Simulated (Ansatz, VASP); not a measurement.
**In in VASP and in Ansatz**

```
In
1.0
    -1.65804    1.65804    2.52247
     1.65804   -1.65804    2.52247
     1.65804    1.65804   -2.52247
In
1
Direct
  0.00000 0.00000 0.00000
```

Change from the starting cell: volume scaled by 1.06, crystal datasets.

Alike in both runs: task electric field gradients; functional LDA; k mesh 14 × 14 × 14; occupations fermi-dirac, width 0.05 eV; no spin polarisation.

|  | VASP | Ansatz |
| --- | --- | --- |
| version | VASP 6.6.1 | Ansatz 0.2.0 |
| potentials or method | VASP PAW LDA potentials, release 64 (In_d), cutoff 520 eV | all-electron PAW with datasets made for the crystal, scalar-relativistic |

|  | VASP | Ansatz | Ansatz less VASP |
| --- | --- | --- | --- |
| pressure (GPa) | -4.5 | -4.5 | +0.03 |
| traceless stress, the component that is largest in VASP (GPa) | 0.24 | 0.24 | +0.003 |
| size of Vzz on the site where it differs most (V/Å²) | 19.9 | 19.9 | -0.02 |

LDA's correlation is that of Perdew and Zunger in VASP and of Perdew and Wang (1992) in Ansatz. Ansatz ran all-electron here, and VASP with PAW potentials.
